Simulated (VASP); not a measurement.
# Mn (Im-3m) in VASP: single point with LDA

Aim: the single point of Mn with LDA.

Program: VASP 6.6.1. These are calculated values, not measurements. Logs are shortened: lines on timing, memory, paths and dates and some standing lists are left out, and cuts for length are marked.

## Step 1: The cell of the first run

Symmetry: Im-3m, No. 229, cubic system. The conventional cell has a = 2.863 Å, b = 2.863 Å, c = 2.863 Å, α = 90.00°, β = 90.00°, γ = 90.00°. Within 3.3 Å of Mn (site symmetry m-3m) lie 14 Mn at 2.48 to 2.86 Å.

## Step 2: Single point, LDA, non-collinear spin, typed start

Contents of INCAR:

```
  PREC = Accurate
  ENCUT = 520
  EDIFF = 1E-6
  ISMEAR = -1
  SIGMA = 0.03
  LREAL = F
  LASPH = T
  NELM = 150
  ALGO = Normal
  ISIF = 2
  LWAVE = F
  LCHARG = F
  LNONCOLLINEAR = T
  MAGMOM = 0.838 -0.199 -0.684 1.899 0.057 -0.034 1.466 0.833 -0.214 0.754 -2.017 0.451
  LORBIT = 11
  LMAXMIX = 4
  NBANDS = 66
```

Contents of KPOINTS:

```
regular mesh
0
Gamma
  3 3 2
```

Contents of POSCAR:

```
Mn
1.0
    2.8625634000      0.0000000000      0.0000000000
    0.0000000000      2.8625634000      0.0000000000
    0.0000000000      0.0000000000      5.7251268000
Mn
4
Direct
    0.0000000000      0.0000000000      0.0000000000
    0.5000000000      0.5000000000      0.2500000000
    0.0000000000      0.0000000000      0.5000000000
    0.5000000000      0.5000000000      0.7500000000
```

Potentials or basis: VASP PAW LDA potentials, release 64 (Mn_pv).

The run is started by

```console
$ cat potpaw_LDA.64/Mn_pv/POTCAR > POTCAR
$ mpirun -np 1 vasp_ncl > vasp.out
```

OUTCAR:

```text
PREC = Accurate
   ENCUT = 520
   EDIFF = 1E-6
   ISMEAR = -1
   LREAL = F
   LASPH = T
   NELM = 150
   ISIF = 2
   LNONCOLLINEAR = T
   LORBIT = 11

 ion  position               nearest neighbor table
   1  0.000  0.000  0.000-   2 2.48   4 2.48   2 2.48   4 2.48   2 2.48   4 2.48   2 2.48   4 2.48
                             3 2.86   3 2.86
   2  0.500  0.500  0.250-   1 2.48   3 2.48   1 2.48   3 2.48   1 2.48   3 2.48   1 2.48   3 2.48
                             4 2.86   4 2.86
   3  0.000  0.000  0.500-   2 2.48   4 2.48   2 2.48   4 2.48   2 2.48   4 2.48   2 2.48   4 2.48
                             1 2.86   1 2.86
   4  0.500  0.500  0.750-   1 2.48   3 2.48   1 2.48   3 2.48   1 2.48   3 2.48   1 2.48   3 2.48
                             2 2.86   2 2.86

  LATTYP: Found a simple tetragonal cell.
 ALAT       =     2.8625634000
 C/A-ratio  =     2.0000000000

  Lattice vectors:

 A1 = (   2.8625634000,   0.0000000000,   0.0000000000)
 A2 = (   0.0000000000,   2.8625634000,   0.0000000000)
 A3 = (   0.0000000000,   0.0000000000,   5.7251268000)

Analysis of symmetry for initial positions (statically):
=====================================================================
 Subroutine PRICEL returns following result:

  LATTYP: Found a body centered cubic cell.
 ALAT       =     2.8625634000

  Lattice vectors:

 A1 = (   1.4312817000,   1.4312817000,  -1.4312817000)
 A2 = (  -1.4312817000,   1.4312817000,   1.4312817000)
 A3 = (   1.4312817000,  -1.4312817000,   1.4312817000)

   4 primitive cells build up your supercell.

 Routine SETGRP: Setting up the symmetry group for a
 simple tetragonal supercell.

 Subroutine GETGRP returns: Found 16 space group operations
 (whereof 16 operations were pure point group operations)
 out of a pool of 16 trial point group operations.

The static configuration has the point symmetry D_4h.

Analysis of symmetry for dynamics (positions and initial velocities):
=====================================================================
 Subroutine PRICEL returns following result:

  LATTYP: Found a body centered cubic cell.
 ALAT       =     2.8625634000

  Lattice vectors:

 A1 = (   1.4312817000,   1.4312817000,  -1.4312817000)
 A2 = (  -1.4312817000,   1.4312817000,   1.4312817000)
 A3 = (   1.4312817000,  -1.4312817000,   1.4312817000)

   4 primitive cells build up your supercell.

 Routine SETGRP: Setting up the symmetry group for a
 simple tetragonal supercell.

 Subroutine GETGRP returns: Found 16 space group operations
 (whereof 16 operations were pure point group operations)
 out of a pool of 16 trial point group operations.

The dynamic configuration has the point symmetry D_4h.

Analysis of structural, dynamic, and magnetic symmetry:
=====================================================================
 Subroutine PRICEL returns:
 Original cell was already a primitive cell.

 Routine SETGRP: Setting up the symmetry group for a
 simple tetragonal supercell.

 Subroutine GETGRP returns: Found  1 space group operations
 (whereof  1 operations were pure point group operations)
 out of a pool of 16 trial point group operations.

The overall configuration has the point symmetry C_1 .

 Subroutine INISYM returns: Found  1 space group operations
 (whereof  1 operations are pure point group operations),
 and found     1 'primitive' translations

----------------------------------------------------------------------------------------

                                     Primitive cell

  volume of cell :      46.9132

  direct lattice vectors                    reciprocal lattice vectors
     2.862563400  0.000000000  0.000000000     0.349337241  0.000000000  0.000000000
     0.000000000  2.862563400  0.000000000     0.000000000  0.349337241  0.000000000
     0.000000000  0.000000000  5.725126800     0.000000000  0.000000000  0.174668620

  length of vectors
     2.862563400  2.862563400  5.725126800     0.349337241  0.349337241  0.174668620

  position of ions in fractional coordinates (direct lattice)
     0.000000000  0.000000000  0.000000000
     0.500000000  0.500000000  0.250000000
     0.000000000  0.000000000  0.500000000
     0.500000000  0.500000000  0.750000000

  ion indices of the primitive-cell ions
   primitive index   ion index
                 1           1
                 2           2
                 3           3
                 4           4

----------------------------------------------------------------------------------------

 KPOINTS: regular mesh

Automatic generation of k-mesh.
 Grid dimensions read from file:
 generate k-points for:    3    3    2

 Generating k-lattice:

  Cartesian coordinates                     Fractional coordinates (reciprocal lattice)
     0.116445747  0.000000000  0.000000000     0.333333333  0.000000000  0.000000000
     0.000000000  0.116445747  0.000000000     0.000000000  0.333333333  0.000000000
     0.000000000  0.000000000  0.087334310     0.000000000  0.000000000  0.500000000

  Length of vectors
     0.116445747  0.116445747  0.087334310

  Shift w.r.t. Gamma in fractional coordinates (k-lattice)
     0.000000000  0.000000000  0.000000000

 Subroutine IBZKPT returns following result:
 ===========================================

 Found     18 irreducible k-points:

 Following reciprocal coordinates:
            Coordinates               Weight
  0.000000  0.000000  0.000000      1.000000
  0.333333  0.000000  0.000000      1.000000
 -0.333333  0.000000  0.000000      1.000000
  0.000000  0.333333  0.000000      1.000000
  0.000000 -0.333333  0.000000      1.000000
  0.333333  0.333333  0.000000      1.000000
[... 10 lines left out ...]
 -0.333333  0.333333  0.500000      1.000000
  0.333333 -0.333333  0.500000      1.000000
   k-points           NKPTS =     18   k-points in BZ     NKDIM =     18   number of bands    NBANDS=     66
   number of dos      NEDOS =    301   number of ions     NIONS =      4
   total plane-waves  NPLWV =  27648
   dimension x,y,z NGX =    24 NGY =   24 NGZ =   48
   dimension x,y,z NGXF=    48 NGYF=   48 NGZF=   96
   ions per type =               4
   NGX,Y,Z   is equivalent  to a cutoff of  13.94, 13.94, 13.94 a.u.
   NGXF,Y,Z  is equivalent  to a cutoff of  27.88, 27.88, 27.88 a.u.
 SYSTEM =  unknown system
   PREC   = accura    normal or accurate (medium, high low for compatibility)
   ISTART =      0    job   : 0-new  1-cont  2-samecut
   ICHARG =      2    charge: 1-file 2-atom 10-const
   ISPIN  =      1    spin polarized calculation?
   LNONCOLLINEAR =      T non collinear calculations
   LSORBIT =      F    spin-orbit coupling
   LASPH  =      T    aspherical Exc in radial PAW
   ENCUT  =  520.0 eV  38.22 Ry    6.18 a.u.   5.32  5.32 10.64*2*pi/ulx,y,z
   NELM   =    150;   NELMIN=  2; NELMDL= -5     # of ELM steps
   EDIFF  = 0.1E-05   stopping-criterion for ELM
   LREAL  =      F    real-space projection
   EDIFFG = 0.1E-04   stopping-criterion for IOM
   NSW    =      0    number of steps for IOM
   IBRION =     -1    ionic relax: 0-MD 1-quasi-New 2-CG
   NFREE  =      0    steps in history (QN), initial steepest desc. (CG)
   ISIF   =      2    stress and relaxation
   ISYM   =      2    0-nonsym 1-usesym 2-fastsym
   POTIM  = 0.5000    time-step for ionic-motion
   TEBEG  =    0.0;   TEEND  =   0.0 temperature during run
   PSTRESS=    0.0 pullay stress
   NELECT =      52.0000    total number of electrons
   NUPDOWN=      -1.0000    fix difference up-down
   EMIN   =  10.00;   EMAX   =-10.00  energy-range for DOS
   EFERMI =   0.00;   METHOD = LEGACY
   ISMEAR =    -1;   SIGMA  =   0.03  broadening in eV -4-tet -1-fermi 0-gaus
   EFERMI_NEDOS =   21; number of points for ismear=-14 and -15
   IALGO  =     38    algorithm
   IMIX   =      4    mixing-type and parameters
     AMIX     =   0.40;   BMIX     =  1.00
     AMIX_MAG =   1.60;   BMIX_MAG =  1.00
  volume/ion in A,a.u.               =      11.73        79.15
  Fermi-wavevector in a.u.,A,eV,Ry     =   1.694250  3.201668 39.055294  2.870483
  Thomas-Fermi vector in A             =   2.775509
   LORBIT       =     11    0 simple, 1 ext, 2 COOP (PROOUT), +10 PAW based schemes
   GGA     = CA    functional components
   LHFCALC =     F    Hartree Fock is set to
   AEXX    =    0.0000 exact exchange contribution
   IVDW    =     0    specifies the selected vdW correction
   LEPSILON=     F    determine dielectric tensor
   LRPA    =     F    only Hartree local field effects (RPA)
  energy-cutoff  :      520.00
  volume of cell :       46.91
 maximum number of plane-waves:      2588
 NGX is ok and might be reduce to    24
   NGX = 11   NGY = 11   NGZ = 21

 number of electron      51.9999994 magnetization       0.8723250     -0.3415830     -0.1305597

 Free energy of the ion-electron system (eV)
  ---------------------------------------------------
  ext. energy  EPLUGINS =         0.00000000
  ---------------------------------------------------
  free energy    TOTEN  =       -39.54147846 eV

  energy without entropy =      -39.51803581  energy(sigma->0) =      -39.52975714

 E-fermi :   9.3504     XC(G=0): -13.8499

 val. band max:        9.3308833523   @ k =   0.0000   0.3333   0.0000
 cond. band min:       9.3724852724   @ k =  -0.3333  -0.3333   0.0000
 fundamental gap:      0.0416019201
 Fermi energy:         9.3504225750

 k-point     1 :       0.0000    0.0000    0.0000
  band No.  band energies     occupation
      1     -38.7908      1.00000
      2     -38.7548      1.00000
      3     -38.7548      1.00000
      4     -38.6848      1.00000
      5     -38.6848      1.00000
      6     -38.5413      1.00000
[... 56 lines left out ...]
     63      10.6692      0.00000
     64      10.7041      0.00000

 k-point     2 :       0.3333    0.0000    0.0000
  band No.  band energies     occupation
      1     -38.8989      1.00000
      2     -38.8989      1.00000
      3     -38.7263      1.00000
      4     -38.6828      1.00000
      5     -38.6544      1.00000
      6     -38.6544      1.00000
[... 56 lines left out ...]
     63      10.6969      0.00000
     64      10.6969      0.00000

 k-point     3 :      -0.3333    0.0000    0.0000
  band No.  band energies     occupation
      1     -38.8989      1.00000
      2     -38.8989      1.00000
      3     -38.7263      1.00000
      4     -38.6828      1.00000
      5     -38.6544      1.00000
      6     -38.6544      1.00000
[... 994 lines left out ...]
     63      10.1661      0.00000
     64      10.1661      0.00000

 k-point    18 :       0.3333   -0.3333    0.5000
  band No.  band energies     occupation
      1     -38.8041      1.00000
      2     -38.8040      1.00000
      3     -38.8024      1.00000
      4     -38.8022      1.00000
      5     -38.7265      1.00000
      6     -38.7264      1.00000
[... 56 lines left out ...]
     63      10.1661      0.00000
     64      10.1661      0.00000
 [bands above 64 left out]

------------------------ aborting loop because EDIFF is reached ----------------------------------------

  FORCE on cell =-STRESS in cart. coord.  units (eV):
  Direction    XX          YY          ZZ          XY          YZ          ZX
  --------------------------------------------------------------------------------------
  -------------------------------------------------------------------------------------
  Total      -10.9170556    -10.9170435     -9.2698697      0.0000022     -0.0000001      0.0000008
  in kB     -372.8385126   -372.8380984   -316.5839351      0.0000760     -0.0000050      0.0000282
  external PRESSURE =    -354.0868487 kB  Pullay stress =       0.0000000 kB

 VOLUME and BASIS-vectors are now :
 -----------------------------------------------------------------------------
  energy-cutoff  :      520.00
  volume of cell :       46.91
      direct lattice vectors                 reciprocal lattice vectors
     2.862563400  0.000000000  0.000000000     0.349337241  0.000000000  0.000000000
     0.000000000  2.862563400  0.000000000     0.000000000  0.349337241  0.000000000
     0.000000000  0.000000000  5.725126800     0.000000000  0.000000000  0.174668620

 POSITION                                       TOTAL-FORCE (eV/Angst)
 -----------------------------------------------------------------------------------
      0.00000      0.00000      0.00000        -0.000001     -0.000001     -0.000087
      1.43128      1.43128      1.43128         0.000000      0.000000     -0.000027
      0.00000      0.00000      2.86256        -0.000000      0.000002      0.000075
      1.43128      1.43128      4.29385         0.000001     -0.000001      0.000039
 -----------------------------------------------------------------------------------
    total drift:                                0.000007     -0.000009      0.000033

  FREE ENERGIE OF THE ION-ELECTRON SYSTEM (eV)
  ---------------------------------------------------
  free  energy   TOTEN  =       -39.5414784598 eV

  energy  without entropy=      -39.5180358122  energy(sigma->0) =      -39.52975714

 total charge

# of ion       s       p       d       tot
------------------------------------------
    1        0.394   6.347   5.082  11.824
    2        0.394   6.347   5.082  11.824
    3        0.394   6.347   5.083  11.824
    4        0.394   6.347   5.082  11.824
--------------------------------------------------
tot          1.578  25.389  20.330  47.297

 magnetization (x)

# of ion       s       p       d       tot
------------------------------------------
    1       -0.001  -0.003   0.221   0.217
    2       -0.001  -0.003   0.221   0.217
    3       -0.001  -0.003   0.222   0.218
    4       -0.001  -0.003   0.222   0.218
--------------------------------------------------
tot         -0.005  -0.011   0.885   0.869

 magnetization (y)

# of ion       s       p       d       tot
------------------------------------------
    1        0.000   0.001  -0.087  -0.085
    2        0.000   0.001  -0.087  -0.086
    3        0.000   0.001  -0.085  -0.084
    4        0.000   0.001  -0.087  -0.085
--------------------------------------------------
tot          0.002   0.004  -0.347  -0.340

 magnetization (z)

# of ion       s       p       d       tot
------------------------------------------
    1        0.000   0.000  -0.034  -0.033
    2        0.000   0.000  -0.033  -0.032
    3        0.000   0.000  -0.033  -0.033
    4        0.000   0.000  -0.032  -0.032
--------------------------------------------------
tot          0.001   0.002  -0.132  -0.130
```

Run time: 3.6 min. Hardware: 1 thread of Intel Xeon Platinum 8488C (Sapphire Rapids), shared host; peak memory 0.27 GiB.

What came out:

- Free energy: -39.5415 eV
- Pressure: -35.4 GPa
- Band gap on the k mesh: zero (band 52 reaches 9.61 eV, above the bottom of band 53 at 9.21 eV)
- Net moment: 0.95 μB per cell
- Valence electrons inside the program's atomic spheres: Mn 11.82

Stress tensor (GPa, compression positive):
```
-37.28   0.00   0.00
  0.00 -37.28   0.00
  0.00   0.00 -31.66
```

Moments on the atoms (μB; x, y, z):
```
Mn   0.22 -0.09 -0.03
Mn   0.22 -0.09 -0.03
Mn   0.22 -0.08 -0.03
Mn   0.22 -0.09 -0.03
```

Caveat: the k points lie up to 0.73 Å⁻¹ apart.
